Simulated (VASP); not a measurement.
# ZnS (rocksalt type): single point with r2SCAN

Crystal: ZnS (rocksalt type).

```
Zn S
1.0
     0.00000    2.47934    2.47934
     2.47934    0.00000    2.47934
     2.47934    2.47934    0.00000
Zn S
1 1
Cartesian
  0.0000 0.0000 0.0000
  2.4793 2.4793 2.4793
```

This cell differs from its parent crystal: volume scaled by 0.94.

| Quantity | Value |
| --- | --- |
| Program | VASP 6.6.1 |
| Task | single point |
| Functional | r2SCAN |
| Potentials or basis | VASP PAW PBE potentials, release 64 (Zn, S) |
| Cutoff | 520 eV |
| k mesh | 16 × 16 × 16 |
| Occupations | fermi-dirac, width 0.08 eV |
| Spin | no spin polarisation |

- Pressure: 7.2 GPa

Levels at points of the mesh, in eV from the Fermi level:
```
           k point  band 5  band 6  band 7  band 8  band 9  band 10  band 11  band 12  band 13  band 14
(0.00, 0.00, 0.00)   -6.87   -6.87   -0.96   -0.96   -0.96     2.93     9.27     9.27     9.27    12.57
(0.50, 0.00, 0.00)   -6.67   -6.67   -5.92   -0.34   -0.34     4.22     5.75     5.75     8.68    14.56
(0.50, 0.50, 0.00)   -6.61   -6.17   -6.09   -3.15   -3.15    -0.12     5.40    13.40    13.84    13.84
```

Wall time 3.1 min on 1 thread of AMD EPYC 9R45 96-Core Processor (Zen 5) (shared host), peak memory 0.18 GiB.

Caveat: the PAW data sets were made with another functional, which shifts forces and pressure a little.
